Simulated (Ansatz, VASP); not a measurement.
**C: VASP beside Ansatz**

File INCAR:

```
ALGO = Normal
EDIFF = 1E-7
EDIFFG = -0.003
ENCUT = 600
GGA = PE
GGA_COMPAT = False
IBRION = 2
ISIF = 3
ISMEAR = 0
LASPH = True
LCHARG = False
LREAL = False
LWAVE = False
NELM = 120
NELMIN = 4
NSW = 50
PREC = Accurate
SIGMA = 0.02
```

File KPOINTS:

```
k-points
0
Gamma
  12 12 12
```

The input POSCAR:

```
C
1.0
    0.0000000000      1.7929384230      1.7929384230
    1.7929384230      0.0000000000      1.7929384230
    1.7929384230      1.7929384230      0.0000000000
C
2
Direct
    0.0000000000      0.0000000000      0.0000000000
    0.2500000000      0.2500000000      0.2500000000
```

Input for Ansatz:

```yaml
crystal:
  lattice:
    - [0.0, 1.792938423, 1.792938423]
    - [1.792938423, 0.0, 1.792938423]
    - [1.792938423, 1.792938423, 0.0]
  atoms:
    - { symbol: C, position: [0.0, 0.0, 0.0] }
    - { symbol: C, position: [0.25, 0.25, 0.25] }
basis: {}
kpoints:
  mp_grid: { grid: [12, 12, 12] }
hamiltonian:
  xc: pbe
  pseudopotentials: { kind: all_electron, lapw: {} }
scf:
  occupations: { method: gaussian, width: 0.02 }
output:
  forces: true
  stress: true
  eigenvalues: true
relax:
  adjacent_minimum: "off"
  f_tol: 0.003
  max_steps: 30
  cell: { stress_tol: 0.03 }
```

Alike in both runs: task relaxation of cell and atoms; functional PBE; k mesh 12 × 12 × 12; occupations gaussian, width 0.02 eV; no spin polarisation.

```csv
,VASP,Ansatz
version,VASP 6.6.1,Ansatz 0.2.0
potentials or method,"VASP PAW PBE potentials, release 64 (C), cutoff 600 eV","scalar-relativistic, all-electron LAPW"
```

VASP gave:

* gap on the k mesh at the Fermi level, each at its own relaxed structure (eV): 4.14
* relaxed volume (Å³/atom): 5.69
* relaxed cell length with the largest relative difference (Å): 2.525

Problem. Estimate Ansatz's values.

Solution. gap on the k mesh at the Fermi level, each at its own relaxed structure (eV): 4.15; relaxed volume (Å³/atom): 5.69; relaxed cell length with the largest relative difference (Å): 2.525.

Ansatz ran all-electron here, and VASP with PAW potentials.
